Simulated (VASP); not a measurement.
Input of a VASP 6.6.1 run:

File INCAR:

```
PREC = Accurate
ENCUT = 520
EDIFF = 1E-7
ISMEAR = -1
SIGMA = 0.1
LREAL = False
LASPH = True
NELM = 80
ALGO = Normal
ISIF = 2
LWAVE = False
LCHARG = True
GGA = RP
LELF = True
LVHAR = True
NBANDS = 12
```

Contents of KPOINTS:

```
regular mesh
0
Gamma
  14 14 14
```

The input POSCAR:

```
Cu
1.0
    2.5329980895      0.0000000000      0.0000000000
    0.0000000000      2.5329980895      0.0000000000
    0.0000000000      0.0000000000      2.5329980895
Cu
1
Direct
    0.0000000000      0.0000000000      0.0000000000
```

Potentials or basis: VASP PAW PBE potentials, release 64 (Cu).

Run with:

```sh
$ cat potpaw_PBE.64/Cu/POTCAR > POTCAR
$ mpirun -np 1 vasp_std > vasp.out
```

Question: What does it give for the pressure?

Answer: -7.3 GPa.

Caveat: the PAW data sets were made with another functional, which shifts forces and pressure a little.
